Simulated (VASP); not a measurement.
# Te3W (Pm-3m) in VASP: further runs

The runs below take Te3W through single point, relaxation of cell and atoms, with PBEsol.

Everything below comes from runs of VASP 6.6.1. Logs are shortened: lines on timing, memory, paths and dates and some standing lists are left out, and cuts for length are marked.

### Step 1. The cell of the first run

Symmetry: Pm-3m, No. 221, cubic system. Conventional cell: a = 5.299 Å, b = 5.299 Å, c = 5.299 Å, α = 90.00°, β = 90.00°, γ = 90.00°. Te (site symmetry 4/mmm) has 2 W at 2.65 Å within 3.5 Å. W (site symmetry m-3m) has 6 Te at 2.65 Å within 3.5 Å.

### Step 2. Single point, PBEsol

INCAR

```
SYSTEM = Te3W
PREC     = Accurate       ! precision mode
ENCUT    = 520            ! plane-wave cutoff, eV
EDIFF    = 1E-7           ! SCF threshold, eV
ISMEAR   = -1             ! smearing method
SIGMA    = 0.15           ! smearing width, eV
LREAL    = .FALSE.        ! projectors in reciprocal space
LASPH    = .TRUE.         ! aspherical terms in the spheres
NELM     = 100            ! most SCF steps
ALGO     = Normal         ! electronic algorithm
ISIF     = 2              ! what is computed and relaxed
LWAVE    = .FALSE.        ! write WAVECAR
LCHARG   = .TRUE.         ! write CHGCAR
GGA      = PS             ! functional
LELF     = .TRUE.         ! ELF
LVHAR    = .TRUE.       
NBANDS   = 24             ! bands
```

KPOINTS

```
Automatic mesh
0
G
  8 8 8
  0 0 0
```

POSCAR

```
Te3W
1.0
    5.2985164979      0.0000000000      0.0000000000
    0.0000000000      5.2985164979      0.0000000000
    0.0000000000      0.0000000000      5.2985164979
Te W
3 1
Direct
    0.0000000000      0.0000000000      0.5000000000
    0.0000000000      0.5000000000      0.0000000000
    0.5000000000      0.0000000000      0.0000000000
    0.0000000000      0.0000000000      0.0000000000
```

Potentials or basis: VASP PAW PBE potentials, release 64 (Te, W_sv).

Launch:

```console
$ cat potpaw_PBE.64/Te/POTCAR potpaw_PBE.64/W_sv/POTCAR > POTCAR
$ mpirun -np 1 vasp_std > vasp.out
```

OUTCAR:

```text
SYSTEM = Te3W
   PREC = Accurate
   ENCUT = 520
   EDIFF = 1E-7
   ISMEAR = -1
   LREAL = .FALSE.
   LASPH = .TRUE.
   NELM = 100
   ISIF = 2
   GGA = PS

 ion  position               nearest neighbor table
   1  0.000  0.000  0.500-   4 2.65   4 2.65
   2  0.000  0.500  0.000-   4 2.65   4 2.65
   3  0.500  0.000  0.000-   4 2.65   4 2.65
   4  0.000  0.000  0.000-   1 2.65   2 2.65   3 2.65   1 2.65   2 2.65   3 2.65

  LATTYP: Found a simple cubic cell.
 ALAT       =     5.2985164979

  Lattice vectors:

 A1 = (   5.2985164979,   0.0000000000,   0.0000000000)
 A2 = (   0.0000000000,   5.2985164979,   0.0000000000)
 A3 = (   0.0000000000,   0.0000000000,   5.2985164979)

Analysis of symmetry for initial positions (statically):
=====================================================================
 Subroutine PRICEL returns:
 Original cell was already a primitive cell.

 Routine SETGRP: Setting up the symmetry group for a
 simple cubic supercell.

 Subroutine GETGRP returns: Found 48 space group operations
 (whereof 48 operations were pure point group operations)
 out of a pool of 48 trial point group operations.

The static configuration has the point symmetry O_h .

Analysis of symmetry for dynamics (positions and initial velocities):
=====================================================================
 Subroutine PRICEL returns:
 Original cell was already a primitive cell.

 Routine SETGRP: Setting up the symmetry group for a
 simple cubic supercell.

 Subroutine GETGRP returns: Found 48 space group operations
 (whereof 48 operations were pure point group operations)
 out of a pool of 48 trial point group operations.

The dynamic configuration has the point symmetry O_h .

 Subroutine INISYM returns: Found 48 space group operations
 (whereof 48 operations are pure point group operations),
 and found     1 'primitive' translations

----------------------------------------------------------------------------------------

                                     Primitive cell

  volume of cell :     148.7520

  direct lattice vectors                    reciprocal lattice vectors
     5.298516498  0.000000000  0.000000000     0.188732073  0.000000000  0.000000000
     0.000000000  5.298516498  0.000000000     0.000000000  0.188732073  0.000000000
     0.000000000  0.000000000  5.298516498     0.000000000  0.000000000  0.188732073

  length of vectors
     5.298516498  5.298516498  5.298516498     0.188732073  0.188732073  0.188732073

  position of ions in fractional coordinates (direct lattice)
     0.000000000  0.000000000  0.500000000
     0.000000000  0.500000000  0.000000000
     0.500000000  0.000000000  0.000000000
     0.000000000  0.000000000  0.000000000

  ion indices of the primitive-cell ions
   primitive index   ion index
                 1           1
                 2           2
                 3           3
                 4           4

----------------------------------------------------------------------------------------

 KPOINTS: Automatic mesh

Automatic generation of k-mesh.
 Grid dimensions read from file:
 generate k-points for:    8    8    8

 Generating k-lattice:

  Cartesian coordinates                     Fractional coordinates (reciprocal lattice)
     0.023591509  0.000000000  0.000000000     0.125000000  0.000000000  0.000000000
     0.000000000  0.023591509  0.000000000     0.000000000  0.125000000  0.000000000
     0.000000000  0.000000000  0.023591509     0.000000000  0.000000000  0.125000000

  Length of vectors
     0.023591509  0.023591509  0.023591509

  Shift w.r.t. Gamma in fractional coordinates (k-lattice)
     0.000000000  0.000000000  0.000000000

 Subroutine IBZKPT returns following result:
 ===========================================

 Found     35 irreducible k-points:

 Following reciprocal coordinates:
            Coordinates               Weight
  0.000000  0.000000  0.000000      1.000000
  0.125000  0.000000  0.000000      6.000000
  0.250000  0.000000  0.000000      6.000000
  0.375000  0.000000  0.000000      6.000000
  0.500000  0.000000  0.000000      3.000000
  0.125000  0.125000  0.000000     12.000000
[... 16 lines left out ...]
  0.375000  0.375000  0.125000     24.000000
  0.500000  0.375000  0.125000     24.000000
 [... further k-points ...]
   k-points           NKPTS =     35   k-points in BZ     NKDIM =     35   number of bands    NBANDS=     24
   number of dos      NEDOS =    301   number of ions     NIONS =      4
   total plane-waves  NPLWV =  64000
   dimension x,y,z NGX =    40 NGY =   40 NGZ =   40
   dimension x,y,z NGXF=    80 NGYF=   80 NGZF=   80
   ions per type =               3   1
   NGX,Y,Z   is equivalent  to a cutoff of  12.55, 12.55, 12.55 a.u.
   NGXF,Y,Z  is equivalent  to a cutoff of  25.10, 25.10, 25.10 a.u.
 SYSTEM =  Te3W
   PREC   = accura    normal or accurate (medium, high low for compatibility)
   ISTART =      0    job   : 0-new  1-cont  2-samecut
   ICHARG =      2    charge: 1-file 2-atom 10-const
   ISPIN  =      1    spin polarized calculation?
   LNONCOLLINEAR =      F non collinear calculations
   LSORBIT =      F    spin-orbit coupling
   LASPH  =      T    aspherical Exc in radial PAW
   ENCUT  =  520.0 eV  38.22 Ry    6.18 a.u.   9.85  9.85  9.85*2*pi/ulx,y,z
   NELM   =    100;   NELMIN=  2; NELMDL= -5     # of ELM steps
   EDIFF  = 0.1E-06   stopping-criterion for ELM
   LREAL  =      F    real-space projection
   EDIFFG = 0.1E-05   stopping-criterion for IOM
   NSW    =      0    number of steps for IOM
   IBRION =     -1    ionic relax: 0-MD 1-quasi-New 2-CG
   NFREE  =      0    steps in history (QN), initial steepest desc. (CG)
   ISIF   =      2    stress and relaxation
   ISYM   =      2    0-nonsym 1-usesym 2-fastsym
   POTIM  = 0.5000    time-step for ionic-motion
   TEBEG  =    0.0;   TEEND  =   0.0 temperature during run
   PSTRESS=    0.0 pullay stress
   NELECT =      32.0000    total number of electrons
   NUPDOWN=      -1.0000    fix difference up-down
   EMIN   =  10.00;   EMAX   =-10.00  energy-range for DOS
   EFERMI =   0.00;   METHOD = LEGACY
   ISMEAR =    -1;   SIGMA  =   0.15  broadening in eV -4-tet -1-fermi 0-gaus
   EFERMI_NEDOS =   21; number of points for ismear=-14 and -15
   IALGO  =     38    algorithm
   IMIX   =      4    mixing-type and parameters
     AMIX     =   0.40;   BMIX     =  1.00
     AMIX_MAG =   1.60;   BMIX_MAG =  1.00
  volume/ion in A,a.u.               =      37.19       250.96
  Fermi-wavevector in a.u.,A,eV,Ry     =   0.980928  1.853685 13.091798  0.962220
  Thomas-Fermi vector in A             =   2.111896
   LORBIT       =      0    0 simple, 1 ext, 2 COOP (PROOUT), +10 PAW based schemes
   GGA     = PS    functional components
   LHFCALC =     F    Hartree Fock is set to
   AEXX    =    0.0000 exact exchange contribution
   IVDW    =     0    specifies the selected vdW correction
   LEPSILON=     F    determine dielectric tensor
   LRPA    =     F    only Hartree local field effects (RPA)
 non-spin polarized calculation
  energy-cutoff  :      520.00
  volume of cell :      148.75
 maximum number of plane-waves:      4032
 NGX is ok and might be reduce to    40
   NGX = 19   NGY = 19   NGZ = 19

 number of electron      31.9999996 magnetization

 Free energy of the ion-electron system (eV)
  ---------------------------------------------------
  ext. energy  EPLUGINS =         0.00000000
  ---------------------------------------------------
  free energy    TOTEN  =       -21.84561880 eV

  energy without entropy =      -21.57790553  energy(sigma->0) =      -21.71176216

 E-fermi :   4.1470     XC(G=0):  -8.4077

 val. band max:        4.0885747431   @ k =   0.5000   0.1250   0.0000
 cond. band min:       4.2155566880   @ k =   0.1250   0.0000   0.0000
 fundamental gap:      0.1269819449
 Fermi energy:         4.1470449579

 k-point     1 :       0.0000    0.0000    0.0000
  band No.  band energies     occupation
      1     -70.7712      2.00000
      2     -35.0041      2.00000
      3     -35.0041      2.00000
      4     -35.0041      2.00000
      5      -8.5639      2.00000
      6      -6.7766      2.00000
[... 16 lines left out ...]
     23       8.6012      0.00000
     24       9.4301      0.00000

 k-point     2 :       0.1250    0.0000    0.0000
  band No.  band energies     occupation
      1     -70.7713      2.00000
      2     -35.0040      2.00000
      3     -35.0040      2.00000
      4     -35.0035      2.00000
      5      -8.5063      2.00000
      6      -6.7940      2.00000
[... 16 lines left out ...]
     23       8.9285      0.00000
     24       9.5876      0.00000

 k-point     3 :       0.2500    0.0000    0.0000
  band No.  band energies     occupation
      1     -70.7713      2.00000
      2     -35.0039      2.00000
      3     -35.0039      2.00000
      4     -35.0023      2.00000
      5      -8.3538      2.00000
      6      -6.8468      2.00000
[... 16 lines left out ...]
     23       9.3196      0.00000
     24      10.4601      0.00000

 k-point     4 :       0.3750    0.0000    0.0000
  band No.  band energies     occupation
      1     -70.7714      2.00000
      2     -35.0039      2.00000
      3     -35.0039      2.00000
      4     -35.0010      2.00000
      5      -8.1746      2.00000
      6      -6.9226      2.00000
[... 16 lines left out ...]
     23       9.4863      0.00000
     24      11.4375      0.00000

 k-point     5 :       0.5000    0.0000    0.0000
  band No.  band energies     occupation
      1     -70.7714      2.00000
      2     -35.0038      2.00000
      3     -35.0038      2.00000
      4     -35.0004      2.00000
      5      -8.0883      2.00000
      6      -6.9649      2.00000
[... 451 lines left out ...]
 k-point    22 :       0.5000    0.2500    0.1250
  band No.  band energies     occupation
      1     -70.7715      2.00000
      2     -35.0032      2.00000
      3     -35.0020      2.00000
      4     -35.0003      2.00000
      5      -7.7725      2.00000
      6      -6.9274      2.00000
[... 16 lines left out ...]
     23      10.3620      0.00000
     24      10.4862      0.00000

 k-point    23 :       0.3750    0.3750    0.1250
  band No.  band energies     occupation
      1     -70.7715      2.00000
      2     -35.0031      2.00000
      3     -35.0007      2.00000
      4     -35.0007      2.00000
      5      -7.6568      2.00000
      6      -6.8823      2.00000
[... 16 lines left out ...]
     23       9.4881      0.00000
     24      10.8740      0.00000

 k-point    24 :       0.5000    0.3750    0.1250
  band No.  band energies     occupation
      1     -70.7715      2.00000
      2     -35.0031      2.00000
      3     -35.0007      2.00000
      4     -35.0002      2.00000
      5      -7.5478      2.00000
      6      -6.9064      2.00000
[... 16 lines left out ...]
     23      10.3134      0.00000
     24      10.9366      0.00000

 [... further k-points ...]
[... 5 lines left out ...]
  --------------------------------------------------------------------------------------
  -------------------------------------------------------------------------------------
  Total        0.0293694      0.0293694      0.0293694      0.0000000     -0.0000000      0.0000000
  in kB        0.3163320      0.3163320      0.3163320      0.0000000     -0.0000000      0.0000000
  external PRESSURE =       0.3163320 kB  Pullay stress =       0.0000000 kB

 VOLUME and BASIS-vectors are now :
 -----------------------------------------------------------------------------
  energy-cutoff  :      520.00
  volume of cell :      148.75
      direct lattice vectors                 reciprocal lattice vectors
     5.298516498  0.000000000  0.000000000     0.188732073  0.000000000  0.000000000
     0.000000000  5.298516498  0.000000000     0.000000000  0.188732073  0.000000000
     0.000000000  0.000000000  5.298516498     0.000000000  0.000000000  0.188732073

 POSITION                                       TOTAL-FORCE (eV/Angst)
 -----------------------------------------------------------------------------------
      0.00000      0.00000      2.64926         0.000000      0.000000      0.000000
      0.00000      2.64926      0.00000         0.000000      0.000000      0.000000
      2.64926      0.00000      0.00000         0.000000      0.000000      0.000000
      0.00000      0.00000      0.00000         0.000000      0.000000      0.000000
 -----------------------------------------------------------------------------------
    total drift:                               -0.000000     -0.000000     -0.000000

  FREE ENERGIE OF THE ION-ELECTRON SYSTEM (eV)
  ---------------------------------------------------
  free  energy   TOTEN  =       -21.8456187993 eV

  energy  without entropy=      -21.5779055299  energy(sigma->0) =      -21.71176216
```

Run time: 83 s. Hardware: 1 thread of Intel Xeon 6975P-C (Granite Rapids), shared host; peak memory 0.3 GiB.

Results:

* Free energy: -21.8456 eV
* Pressure: 0.0 GPa
* Band gap on the k mesh: zero (band 16 reaches 4.92 eV, above the bottom of band 17 at 3.47 eV)

Caveat: the PAW data sets were made with another functional, which shifts forces and pressure a little; spin-orbit coupling is left out, which moves the levels of the heavy elements.

### Step 3. Relaxation of cell and atoms, PBEsol

This run uses another cell than the first one, of 37.09 Å³/atom, 0.997 times its volume.

INCAR

```
SYSTEM = Te3W
  PREC = Accurate
  ENCUT = 600
  EDIFF = 1E-7
  ISMEAR = -1
  SIGMA = 0.15
  LREAL = .False.
  LASPH = .True.
  NELM = 60
  ALGO = Normal
  ISIF = 3
  LWAVE = .False.
  LCHARG = .False.
  GGA = PS
  IBRION = 2
  NSW = 80
  EDIFFG = -0.001
```

KPOINTS

```
Automatic mesh
0
Gamma
  8 8 8
  0 0 0
```

POSCAR

```
Te3W
1.0
    5.2936206714      0.0000000000      0.0000000000
    0.0000000000      5.2936206714      0.0000000000
    0.0000000000      0.0000000000      5.2936206714
Te W
3 1
Direct
    0.0000000000      0.0000000000      0.5000000000
    0.0000000000      0.5000000000      0.0000000000
    0.5000000000      0.0000000000      0.0000000000
    0.0000000000      0.0000000000      0.0000000000
```

Potentials or basis: VASP PAW PBE potentials, release 64 (Te, W_sv).

Launch:

```console
$ cat potpaw_PBE.64/Te/POTCAR potpaw_PBE.64/W_sv/POTCAR > POTCAR
$ mpirun -np 1 vasp_std > vasp.out
```

It took 2.1 min on 1 thread of Intel Xeon 6975P-C (Granite Rapids), shared host; peak memory 0.34 GiB.

It converged, with:

```
Free energy                            : -21.8457 eV
Relaxed volume                         : 37.21 Å³/atom
Relaxed cell                           : a = 5.300 Å, b = 5.300 Å, c = 5.300 Å, α = 90.00°, β = 90.00°, γ = 90.00°
Space group after relaxing (to 0.05 Å) : Pm-3m (No. 221)
Energy gained by relaxing              : 0.1 meV/atom
Ionic steps                            : 3
Pressure after relaxing                : 0.0 GPa
Band gap on the k mesh                 : zero (band 16 reaches 4.91 eV, above the bottom of band 17 at 3.47 eV)
```

The path:
| step | energy change (eV) | largest force (eV/Å) | pressure (GPa) | volume (Å³) |
| --- | --- | --- | --- | --- |
| 1 | 0.0000 | 0.0000 | 0.20 | 148.34 |
| 2 | 0.0000 | 0.0000 | -0.21 | 149.36 |
| 3 | -0.0003 | 0.0000 | 0.00 | 148.84 |

Final structure:
```
CELL_PARAMETERS angstrom
5.29954 0.00000 0.00000
0.00000 5.29954 0.00000
0.00000 0.00000 5.29954
ATOMIC_POSITIONS crystal
Te 0.00000 0.00000 0.50000
Te 0.00000 0.50000 0.00000
Te 0.50000 0.00000 0.00000
W 0.00000 0.00000 0.00000
```

Levels at points of the mesh, in eV from the Fermi level:
| k point | band 14 | band 15 | band 16 | band 17 | band 18 | band 19 |
| --- | --- | --- | --- | --- | --- | --- |
| (0.00, 0.00, 0.00) | -0.97 | -0.97 | -0.97 | -0.07 | -0.07 | -0.07 |
| (0.50, 0.00, 0.00) | -1.61 | -1.48 | -0.38 | -0.38 | 0.40 | 1.04 |
| (0.50, 0.50, 0.00) | -1.83 | -1.83 | 0.72 | 0.74 | 0.75 | 1.15 |
| (0.50, 0.50, 0.50) | 0.77 | 0.77 | 0.77 | 0.82 | 0.82 | 0.82 |

Caveat: the PAW data sets were made with another functional, which shifts forces and pressure a little; spin-orbit coupling is left out, which moves the levels of the heavy elements.

### Step 4. Relaxation of cell and atoms, PBEsol, target pressure 2 GPa, at which the enthalpy is minimised

INCAR

```
PREC = Accurate ; ENCUT = 600
EDIFF = 1E-6 ; ISMEAR = -1
SIGMA = 0.15 ; LREAL = F
LASPH = T ; NELM = 80
ALGO = Normal ; ISIF = 3
LWAVE = F ; LCHARG = F
GGA = PS ; IBRION = 2
NSW = 80 ; EDIFFG = -0.001
PSTRESS = 20.0
```

KPOINTS

```
Automatic mesh
0
Gamma
  8 8 8
```

POSCAR

```
Te3W
1.0
    5.2985164979      0.0000000000      0.0000000000
    0.0000000000      5.2985164979      0.0000000000
    0.0000000000      0.0000000000      5.2985164979
Te W
3 1
Direct
    0.0000000000      0.0000000000      0.5000000000
    0.0000000000      0.5000000000      0.0000000000
    0.5000000000      0.0000000000      0.0000000000
    0.0000000000      0.0000000000      0.0000000000
```

Launch:

```console
$ cat potpaw_PBE.64/Te/POTCAR potpaw_PBE.64/W_sv/POTCAR > POTCAR
$ mpirun -np 1 vasp_std > vasp.out
```

Run time: 3.4 min. Hardware: 1 thread of Intel Xeon 6975P-C (Granite Rapids), shared host; peak memory 0.35 GiB.

Results (log left out):

```yaml
Free_energy: -21.8180 eV
Relaxed_volume: 36.07 Å³/atom
Relaxed_cell: a = 5.245 Å, b = 5.245 Å, c = 5.245 Å, α = 90.00°, β = 90.00°, γ = 90.00°
Space_group_after_relaxing_to_0.05_Å: Pm-3m (No. 221)
Energy_change_on_relaxing_the_enthalpy_is_what_falls: +6.9 meV/atom
Ionic_steps: 7
Pressure_after_relaxing: 2.0 GPa
Band_gap_on_the_k_mesh: zero (band 16 reaches 5.28 eV, above the bottom of band 17 at 3.76 eV)
```

The path:
| step | energy change (eV) | largest force (eV/Å) | pressure (GPa) | volume (Å³) |
| --- | --- | --- | --- | --- |
| 1 | 0.0000 | 0.0000 | 0.05 | 148.75 |
| 2 | 0.1317 | 0.0000 | 4.68 | 139.24 |
| 3 | 0.0272 | 0.0000 | 1.99 | 144.32 |
| 4 | 0.0283 | 0.0000 | 2.02 | 144.24 |
| 5 | 0.0270 | 0.0000 | 1.99 | 144.34 |
| 6 | 0.0274 | 0.0000 | 1.98 | 144.31 |
| 7 | 0.0277 | 0.0000 | 2.00 | 144.28 |

Final structure:
```
CELL_PARAMETERS angstrom
5.24491 0.00000 0.00000
0.00000 5.24491 0.00000
0.00000 0.00000 5.24491
ATOMIC_POSITIONS crystal
Te 0.00000 0.00000 0.50000
Te 0.00000 0.50000 0.00000
Te 0.50000 0.00000 0.00000
W 0.00000 0.00000 0.00000
```

Levels at points of the mesh, in eV from the Fermi level:
```tsv
k point	band 12	band 13	band 14	band 15	band 16	band 17	band 18	band 19	band 20
(0.00, 0.00, 0.00)	-1.72	-1.72	-1.01	-1.01	-1.01	-0.05	-0.05	-0.05	0.43
(0.50, 0.00, 0.00)	-3.42	-2.33	-1.70	-1.56	-0.37	-0.37	0.47	1.13	1.16
(0.50, 0.50, 0.00)	-3.38	-3.02	-1.91	-1.91	0.74	0.79	0.81	1.19	1.19
(0.50, 0.50, 0.50)	-4.77	-4.77	0.82	0.82	0.82	0.82	0.82	0.82	2.88
```

Caveat: the cell is relaxed towards a set pressure, so the enthalpy falls and the energy may rise; the PAW data sets were made with another functional, which shifts forces and pressure a little; spin-orbit coupling is left out, which moves the levels of the heavy elements.

### Step 5. The runs side by side

| task | cell | cutoff (eV) | gap on the mesh (eV) | pressure (GPa) |
| --- | --- | --- | --- | --- |
| single point | a = 5.299 Å, 4 atoms | 520 | none | 0.0 |
| relaxation of cell and atoms | relaxed from a = 5.294 Å, 4 atoms | 600 | none | 0.0 |
| relaxation of cell and atoms | relaxed to 2 GPa from a = 5.299 Å, 4 atoms | 600 | none | 2.0 |

Alike in all rows: level PBEsol; potentials or basis VASP PAW PBE potentials, release 64 (Te, W_sv); no spin polarisation; k mesh 8 × 8 × 8; smearing fermi-dirac 0.15 eV.

Caveats: the PAW data sets were made with another functional, which shifts forces and pressure a little; spin-orbit coupling is left out, which moves the levels of the heavy elements; the cell is relaxed towards a set pressure, so the enthalpy falls and the energy may rise (some runs).

Total energies depend on the potentials used, so only differences within one code and one set of settings carry meaning.
